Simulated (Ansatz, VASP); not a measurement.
## Two plane-wave programs on SnO

```
CELL_PARAMETERS angstrom
3.80689 0.00000 0.00000
0.00000 4.93478 0.00000
0.00000 0.00000 3.80861
ATOMIC_POSITIONS crystal
Sn 0.00000 0.23250 0.37510
Sn 0.50000 0.76750 0.87510
O 0.00000 0.00009 0.87490
O 0.50000 0.99991 0.37490
```

Alike in both runs: functional r2SCAN; k mesh 8 × 6 × 8; occupations gaussian, width 0.02 eV; no spin polarisation.

Ansatz relaxed the structure, and its values are those at the end. VASP's run is a single point on that final structure, the one shown.

|  | VASP | Ansatz |
| --- | --- | --- |
| version | VASP 6.6.1 | Ansatz 0.2.0 |
| potentials or method | VASP PAW PBE potentials, release 64 (Sn_d, O), cutoff 520 eV | scalar-relativistic, plane waves, PAW |
| valence electrons in the cell | 40 | 40 |

```csv
,VASP,Ansatz,Ansatz less VASP
gap on the k mesh at the Fermi level (eV),0.37,0.36,-0.007
least direct gap on the mesh (eV),2.34,2.38,+0.034
pressure (GPa),0.6,0.0,-0.57
rms of the force components (eV/Å),0.057,0.003,-0.0541
```

VASP's potentials were made for PBE, not for r2SCAN.
